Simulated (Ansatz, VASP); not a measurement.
# Pb: VASP beside Ansatz

The input INCAR:

```
SYSTEM = Pb
ALGO = Normal
EDIFF = 1E-6
EDIFFG = -0.01
ENCUT = 600
IBRION = 2
ISIF = 3
ISMEAR = -1
LASPH = .True.
LCHARG = .False.
LREAL = .False.
LWAVE = .False.
NELM = 100
NSW = 80
PREC = Accurate
SIGMA = 0.1
```

Contents of KPOINTS:

```
k-points
0
Gamma
  10 10 6
  0 0 0
```

The input POSCAR:

```
Pb
1.0
    3.5005272341      0.0000000000      0.0000000000
   -1.7502636171      3.0315455114      0.0000000000
    0.0000000000      0.0000000000      5.7163609733
Pb
2
Direct
    0.3333333333      0.6666666667      0.2500000000
    0.6666666667      0.3333333333      0.7500000000
```

Input for Ansatz:

```yaml
crystal:
  lattice:
    - [3.5005272341, 0.0, 0.0]
    - [-1.7502636171, 3.0315455114, 0.0]
    - [0.0, 0.0, 5.7163609733]
  atoms:
    - { symbol: Pb, position: [0.3333333333, 0.6666666667, 0.25] }
    - { symbol: Pb, position: [0.6666666667, 0.3333333333, 0.75] }
hamiltonian:
  xc: lda
  pseudopotentials:
    kind: paw
    azcp:
      Pb: "pseudopotentials/Pb.paw.azcp"
basis:
  ecutwfc: 420
  fft_grid_basis: typed
kpoints:
  mp_grid: { grid: [10, 10, 6], shift: [0, 0, 0] }
magnetization:
  spin_polarized: false
scf:
  occupations: { method: fermi_dirac, width: 0.1 }
relax:
  max_steps: 60
  f_tol: 0.01
  cell: {}
output:
  write_density: true
  write_potential: true
  elf: true
  volumetric_format: npy
```

Alike in both runs: task relaxation of cell and atoms; functional LDA; k mesh 10 × 10 × 6; occupations fermi-dirac, width 0.1 eV; no spin polarisation.

|  | VASP | Ansatz |
| --- | --- | --- |
| version | VASP 6.6.1 | Ansatz 0.2.0 |
| potentials or method | VASP PAW LDA potentials, release 64 (Pb_d), cutoff 600 eV | plane waves (420 eV) with PAW, scalar-relativistic |
| valence electrons in the cell | 28 | 28 |

```tsv
	VASP	Ansatz	Ansatz less VASP
relaxed volume (Å³/atom)	28.93	28.86	-0.068
relaxed cell length with the largest relative difference (Å)	5.650	5.643	-0.0061
```

Ansatz warns that its potentials were made for another functional, while VASP's fit it. LDA's correlation is that of Perdew and Zunger in VASP and of Perdew and Wang (1992) in Ansatz.

Spin-orbit coupling is off throughout.
